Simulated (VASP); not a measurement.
Set up this calculation in VASP 6.6.1, as the native input.

- Task: single point
- Functional: PBE
- Potentials or basis: VASP PAW PBE potentials, release 64 (Tl_d)
- Cutoff: 520 eV
- k mesh: 12 × 12 × 12
- Occupations: fermi-dirac, width 0.1 eV
- Spin: no spin polarisation
- Dipole correction: no
- Further INCAR settings: ALGO = Normal; EDIFF = 1e-06; NBANDS = 12

The structure of Tl lies in POSCAR:

```
Tl
1.0
    0.0000000000      2.5331487695      2.5331487695
    2.5331487695      0.0000000000      2.5331487695
    2.5331487695      2.5331487695      0.0000000000
Tl
1
Direct
    0.0000000000      0.0000000000      0.0000000000
```

This cell differs from its parent crystal: volume scaled by 1.04.

These files were run (other wordings do the same):

INCAR

```
PREC = Accurate
ENCUT = 520
EDIFF = 1E-6
ISMEAR = -1
SIGMA = 0.1
LREAL = False
LASPH = True
NELM = 80
ALGO = Normal
ISIF = 2
LWAVE = False
LCHARG = False
GGA = PE
NBANDS = 12
```

KPOINTS

```
Automatic mesh
0
Gamma
  12 12 12
```

Potentials or basis: VASP PAW PBE potentials, release 64 (Tl_d).

Run with:

```console
$ cat potpaw_PBE.64/Tl_d/POTCAR > POTCAR
$ mpirun -np 1 vasp_std > vasp.out
```

Results of the run:

The pressure is -1.0 GPa.

It took 19 s on 1 thread of Intel(R) Xeon(R) Platinum 8259CL CPU @ 2.50GHz (Skylake/Cascade Lake) (shared host), peak memory 0.17 GiB.
